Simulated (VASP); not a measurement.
# Nb (Fm-3m) in VASP: a series of runs

Nb is run at these levels: PBEsol; tasks: electric field gradients, density of states.

All numbers are computed with VASP 6.6.1; they aren't measurements. Logs are shortened: lines on timing, memory, paths and dates and some standing lists are left out, and cuts for length are marked.

### Step 1. The cell of the first run

Symmetry: Fm-3m, No. 225, cubic system. Conventional cell: a = 4.313 Å, b = 4.313 Å, c = 4.313 Å, α = 90.00°, β = 90.00°, γ = 90.00°. Nb (site symmetry m-3m) has 12 Nb at 3.05 Å within 4.0 Å.

### Step 2. Electric field gradients, PBEsol (volume scaled by 1.06)

INCAR reads:

```
ALGO     = Normal         # electronic algorithm
EDIFF    = 1E-8           # SCF threshold, eV
ENCUT    = 520            # plane-wave cutoff, eV
GGA      = PS             # functional
ISIF     = 2              # what is computed and relaxed
ISMEAR   = -1             # smearing method
LASPH    = T              # aspherical terms in the spheres
LCHARG   = F              # write CHGCAR
LEFG     = T            
LREAL    = F              # projectors in reciprocal space
LWAVE    = F              # write WAVECAR
NBANDS   = 12             # bands
NELM     = 100            # most SCF steps
PREC     = Accurate       # precision mode
SIGMA    = 0.08           # smearing width, eV
```

KPOINTS reads:

```
k-points
0
Gamma
  13 13 13
```

POSCAR reads:

```
Nb
1.0
    0.0000000000      2.1564811194      2.1564811194
    2.1564811194      0.0000000000      2.1564811194
    2.1564811194      2.1564811194      0.0000000000
Nb
1
Direct
    0.0000000000      0.0000000000      0.0000000000
```

Potentials or basis: VASP PAW PBE potentials, release 64 (Nb_sv).

Command:

```
cat potpaw_PBE.64/Nb_sv/POTCAR > POTCAR
mpirun -np 1 vasp_std > vasp.out
```

OUTCAR:

```text
EDIFF = 1E-8
   ENCUT = 520
   GGA = PS
   ISIF = 2
   ISMEAR = -1
   LASPH = T
   LREAL = F
   NELM = 100
   PREC = Accurate

 ion  position               nearest neighbor table
   1  0.000  0.000  0.000-

  LATTYP: Found a face centered cubic cell.
 ALAT       =     4.3129622388

  Lattice vectors:

 A1 = (   0.0000000000,   2.1564811194,   2.1564811194)
 A2 = (   2.1564811194,   0.0000000000,   2.1564811194)
 A3 = (   2.1564811194,   2.1564811194,   0.0000000000)

Analysis of symmetry for initial positions (statically):
=====================================================================
 Subroutine PRICEL returns:
 Original cell was already a primitive cell.

 Routine SETGRP: Setting up the symmetry group for a
 face centered cubic supercell.

 Subroutine GETGRP returns: Found 48 space group operations
 (whereof 48 operations were pure point group operations)
 out of a pool of 48 trial point group operations.

The static configuration has the point symmetry O_h .

Analysis of symmetry for dynamics (positions and initial velocities):
=====================================================================
 Subroutine PRICEL returns:
 Original cell was already a primitive cell.

 Routine SETGRP: Setting up the symmetry group for a
 face centered cubic supercell.

 Subroutine GETGRP returns: Found 48 space group operations
 (whereof 48 operations were pure point group operations)
 out of a pool of 48 trial point group operations.

The dynamic configuration has the point symmetry O_h .

 Subroutine INISYM returns: Found 48 space group operations
 (whereof 48 operations are pure point group operations),
 and found     1 'primitive' translations

----------------------------------------------------------------------------------------

                                     Primitive cell

  volume of cell :      20.0570

  direct lattice vectors                    reciprocal lattice vectors
     0.000000000  2.156481119  2.156481119    -0.231859206  0.231859206  0.231859206
     2.156481119  0.000000000  2.156481119     0.231859206 -0.231859206  0.231859206
     2.156481119  2.156481119  0.000000000     0.231859206  0.231859206 -0.231859206

  length of vectors
     3.049724846  3.049724846  3.049724846     0.401591925  0.401591925  0.401591925

  position of ions in fractional coordinates (direct lattice)
     0.000000000  0.000000000  0.000000000

  ion indices of the primitive-cell ions
   primitive index   ion index
                 1           1

----------------------------------------------------------------------------------------

 KPOINTS: k-points

Automatic generation of k-mesh.
 Grid dimensions read from file:
 generate k-points for:   13   13   13

 Generating k-lattice:

  Cartesian coordinates                     Fractional coordinates (reciprocal lattice)
    -0.017835324  0.017835324  0.017835324     0.076923077  0.000000000  0.000000000
     0.017835324 -0.017835324  0.017835324     0.000000000  0.076923077  0.000000000
     0.017835324  0.017835324 -0.017835324     0.000000000  0.000000000  0.076923077

  Length of vectors
     0.030891687  0.030891687  0.030891687

  Shift w.r.t. Gamma in fractional coordinates (k-lattice)
     0.000000000  0.000000000  0.000000000

 Subroutine IBZKPT returns following result:
 ===========================================

 Found     84 irreducible k-points:

 Following reciprocal coordinates:
            Coordinates               Weight
  0.000000  0.000000  0.000000      1.000000
  0.076923  0.000000  0.000000      8.000000
  0.153846  0.000000  0.000000      8.000000
  0.230769  0.000000  0.000000      8.000000
  0.307692  0.000000  0.000000      8.000000
  0.384615  0.000000  0.000000      8.000000
[... 16 lines left out ...]
  0.384615  0.153846  0.000000     24.000000
  0.461538  0.153846  0.000000     24.000000
 [... further k-points ...]
   k-points           NKPTS =     84   k-points in BZ     NKDIM =     84   number of bands    NBANDS=     12
   number of dos      NEDOS =    301   number of ions     NIONS =      1
   total plane-waves  NPLWV =  13824
   dimension x,y,z NGX =    24 NGY =   24 NGZ =   24
   dimension x,y,z NGXF=    48 NGYF=   48 NGZF=   48
   ions per type =               1
   NGX,Y,Z   is equivalent  to a cutoff of  13.08, 13.08, 13.08 a.u.
   NGXF,Y,Z  is equivalent  to a cutoff of  26.17, 26.17, 26.17 a.u.
 SYSTEM =  unknown system
   PREC   = accura    normal or accurate (medium, high low for compatibility)
   ISTART =      0    job   : 0-new  1-cont  2-samecut
   ICHARG =      2    charge: 1-file 2-atom 10-const
   ISPIN  =      1    spin polarized calculation?
   LNONCOLLINEAR =      F non collinear calculations
   LSORBIT =      F    spin-orbit coupling
   LASPH  =      T    aspherical Exc in radial PAW
   ENCUT  =  520.0 eV  38.22 Ry    6.18 a.u.   5.67  5.67  5.67*2*pi/ulx,y,z
   NELM   =    100;   NELMIN=  2; NELMDL= -5     # of ELM steps
   EDIFF  = 0.1E-07   stopping-criterion for ELM
   LREAL  =      F    real-space projection
   EDIFFG = 0.1E-06   stopping-criterion for IOM
   NSW    =      0    number of steps for IOM
   IBRION =     -1    ionic relax: 0-MD 1-quasi-New 2-CG
   NFREE  =      0    steps in history (QN), initial steepest desc. (CG)
   ISIF   =      2    stress and relaxation
   ISYM   =      2    0-nonsym 1-usesym 2-fastsym
   POTIM  = 0.5000    time-step for ionic-motion
   TEBEG  =    0.0;   TEEND  =   0.0 temperature during run
   PSTRESS=    0.0 pullay stress
   NELECT =      13.0000    total number of electrons
   NUPDOWN=      -1.0000    fix difference up-down
   EMIN   =  10.00;   EMAX   =-10.00  energy-range for DOS
   EFERMI =   0.00;   METHOD = LEGACY
   ISMEAR =    -1;   SIGMA  =   0.08  broadening in eV -4-tet -1-fermi 0-gaus
   EFERMI_NEDOS =   21; number of points for ismear=-14 and -15
   IALGO  =     38    algorithm
   IMIX   =      4    mixing-type and parameters
     AMIX     =   0.40;   BMIX     =  1.00
     AMIX_MAG =   1.60;   BMIX_MAG =  1.00
  volume/ion in A,a.u.               =      20.06       135.35
  Fermi-wavevector in a.u.,A,eV,Ry     =   1.416773  2.677313 27.310238  2.007246
  Thomas-Fermi vector in A             =   2.538073
   LORBIT       =      0    0 simple, 1 ext, 2 COOP (PROOUT), +10 PAW based schemes
   GGA     = PS    functional components
   LHFCALC =     F    Hartree Fock is set to
   AEXX    =    0.0000 exact exchange contribution
   IVDW    =     0    specifies the selected vdW correction
   LEPSILON=     F    determine dielectric tensor
   LRPA    =     F    only Hartree local field effects (RPA)
 non-spin polarized calculation
  energy-cutoff  :      520.00
  volume of cell :       20.06
 maximum number of plane-waves:       556
   NGX = 11   NGY = 11   NGZ = 11

 number of electron      12.9999999 magnetization

 Free energy of the ion-electron system (eV)
  ---------------------------------------------------
  ext. energy  EPLUGINS =         0.00000000
  ---------------------------------------------------
  free energy    TOTEN  =       -10.52584356 eV

  energy without entropy =      -10.49207639  energy(sigma->0) =      -10.50895997

 E-fermi :   9.9208     XC(G=0): -12.0846

 val. band max:        9.9090660224   @ k =   0.3846   0.2308   0.0000
 cond. band min:       9.9219009372   @ k =   0.0769   0.0000   0.0000
 fundamental gap:      0.0128349148
 Fermi energy:         9.9207882864

 k-point     1 :       0.0000    0.0000    0.0000
  band No.  band energies     occupation
      1     -44.8477      2.00000
      2     -20.3640      2.00000
      3     -20.3640      2.00000
      4     -20.3640      2.00000
      5       3.8594      2.00000
      6      10.0748      0.25462
      7      10.0748      0.25462
      8      10.0748      0.25462
      9      12.4322      0.00000
     10      12.4322      0.00000
     11      21.6871      0.00000
     12      26.1355      0.00000

 k-point     2 :       0.0769    0.0000    0.0000
  band No.  band energies     occupation
      1     -44.8394      2.00000
      2     -20.4224      2.00000
      3     -20.3713      2.00000
      4     -20.3713      2.00000
      5       4.0638      2.00000
      6       9.9219      0.99305
      7      10.1669      0.08819
      8      10.1669      0.08819
      9      12.3555      0.00000
     10      12.3555      0.00000
     11      22.0876      0.00000
     12      25.2826      0.00000
[... 316 lines left out ...]
 k-point    24 :       0.4615    0.1538    0.0000
  band No.  band energies     occupation
      1     -44.6965      2.00000
      2     -21.2082      2.00000
      3     -20.5987      2.00000
      4     -20.5415      2.00000
      5       6.9061      2.00000
      6       9.0136      1.99998
      7       9.8762      1.27182
      8      10.6611      0.00019
      9      14.2983      0.00000
     10      14.6851      0.00000
     11      19.9159      0.00000
     12      23.1115      0.00000

 [... further k-points ...]

------------------------ aborting loop because EDIFF is reached ----------------------------------------

  FORCE on cell =-STRESS in cart. coord.  units (eV):
  Direction    XX          YY          ZZ          XY          YZ          ZX
  --------------------------------------------------------------------------------------
  -------------------------------------------------------------------------------------
  Total       -1.8434707     -1.8434707     -1.8434707      0.0000000      0.0000000     -0.0000000
  in kB     -147.2583233   -147.2583233   -147.2583233      0.0000000      0.0000000     -0.0000000
  external PRESSURE =    -147.2583233 kB  Pullay stress =       0.0000000 kB

 VOLUME and BASIS-vectors are now :
 -----------------------------------------------------------------------------
  energy-cutoff  :      520.00
  volume of cell :       20.06
      direct lattice vectors                 reciprocal lattice vectors
     0.000000000  2.156481119  2.156481119    -0.231859206  0.231859206  0.231859206
     2.156481119  0.000000000  2.156481119     0.231859206 -0.231859206  0.231859206
     2.156481119  2.156481119  0.000000000     0.231859206  0.231859206 -0.231859206

 POSITION                                       TOTAL-FORCE (eV/Angst)
 -----------------------------------------------------------------------------------
      0.00000      0.00000      0.00000         0.000000     -0.000000     -0.000000
 -----------------------------------------------------------------------------------
    total drift:                                0.000000      0.000000     -0.000000

  FREE ENERGIE OF THE ION-ELECTRON SYSTEM (eV)
  ---------------------------------------------------
  free  energy   TOTEN  =       -10.5258435551 eV

  energy  without entropy=      -10.4920763936  energy(sigma->0) =      -10.50895997

 Electric field gradients (V/A^2)
---------------------------------------------------------------------
 ion       V_xx      V_yy      V_zz      V_xy      V_xz      V_yz
---------------------------------------------------------------------
   1      -0.000    -0.000     0.000     0.000     0.000     0.000
---------------------------------------------------------------------

 Electric field gradients after diagonalization (V/A^2)
 (convention: |V_zz| > |V_xx| > |V_yy|)
----------------------------------------------------------------------
 ion       V_xx      V_yy      V_zz     asymmetry (V_yy - V_xx)/ V_zz
----------------------------------------------------------------------
   1      -0.000    -0.000     0.001       0.000
----------------------------------------------------------------------

           NMR quadrupolar parameters

 Cq : quadrupolar parameter    Cq=e*Q*V_zz/h
 eta: asymmetry parameters     (V_yy - V_xx)/ V_zz
 Q  : nuclear electric quadrupole moment in mb (millibarn)
----------------------------------------------------------------------
 ion       Cq(MHz)       eta       Q (mb)
----------------------------------------------------------------------
   1       0.000       0.000       1.000
----------------------------------------------------------------------
```

Run time: 14 s. Hardware: 1 thread of Intel Xeon Platinum 8259CL at 2.50GHz (Skylake/Cascade Lake), shared host; peak memory 0.15 GiB.

Results:

```
Free energy : -10.5258 eV
Pressure    : -14.7 GPa
```

Caveat: the cell differs from its parent crystal (volume scaled by 1.06); without QUAD_EFG the Cq values of the log hold for a quadrupole moment of 1 mb, not for the nuclei; the PAW data sets were made with another functional, which shifts forces and pressure a little.

### Step 3. Density of states, PBEsol

This run uses another cell than the first one, of 18.92 Å³/atom, 0.943 times its volume.

POSCAR reads:

```
Nb
1.0
    0.0000000000      2.1150000000      2.1150000000
    2.1150000000      0.0000000000      2.1150000000
    2.1150000000      2.1150000000      0.0000000000
Nb
1
Direct
    0.0000000000      0.0000000000      0.0000000000
```

INCAR.step1 reads:

```
PREC = Accurate
ENCUT = 520
EDIFF = 1E-6
ISMEAR = -1
SIGMA = 0.08
LREAL = F
LASPH = T
NELM = 80
ALGO = Normal
ISIF = 2
LWAVE = F
LCHARG = T
LMAXMIX = 4
GGA = PS
NBANDS = 12
```

KPOINTS.step1 reads:

```
Automatic mesh
0
Gamma
  13 13 13
```

INCAR.step2 reads:

```
PREC = Accurate
ENCUT = 520
EDIFF = 1E-6
ISMEAR = -5
SIGMA = 0.08
LREAL = F
LASPH = T
NELM = 80
ALGO = Normal
ISIF = 2
LWAVE = F
LCHARG = F
LMAXMIX = 4
GGA = PS
LORBIT = 10
NEDOS = 1001
ICHARG = 11
```

KPOINTS.step2 reads:

```
Automatic mesh
0
Gamma
  20 20 20
```

Potentials or basis: VASP PAW PBE potentials, release 64 (Nb_sv).

Command:

```
cat potpaw_PBE.64/Nb_sv/POTCAR > POTCAR
cp INCAR.step1 INCAR
cp KPOINTS.step1 KPOINTS
mpirun -np 1 vasp_std > vasp.out
cp INCAR.step2 INCAR
cp KPOINTS.step2 KPOINTS
mpirun -np 1 vasp_std > vasp.out
```

It took 29 s on 1 thread of Intel Xeon Platinum 8259CL at 2.50GHz (Skylake/Cascade Lake), shared host; peak memory 0.17 GiB.

It converged, with:

| Property | Result |
| --- | --- |
| Valence electrons inside the program's atomic spheres | Nb 10.62 |

Levels at points of the mesh, in eV from the Fermi level:
| k point | band 2 | band 3 | band 4 | band 5 | band 6 | band 7 | band 8 | band 9 | band 10 |
| --- | --- | --- | --- | --- | --- | --- | --- | --- | --- |
| (0.00, 0.00, 0.00) | -30.12 | -30.12 | -30.12 | -6.23 | 0.11 | 0.11 | 0.11 | 2.67 | 2.67 |
| (0.50, 0.00, 0.00) | -31.29 | -30.27 | -30.27 | -3.81 | -0.08 | -0.08 | 1.34 | 4.63 | 4.63 |
| (0.50, 0.50, 0.00) | -31.21 | -30.54 | -30.54 | -4.02 | -3.28 | 3.53 | 4.61 | 5.20 | 5.20 |

Caveat: the PAW data sets were made with another functional, which shifts forces and pressure a little; tetrahedron occupations give inexact forces and stress in metals.
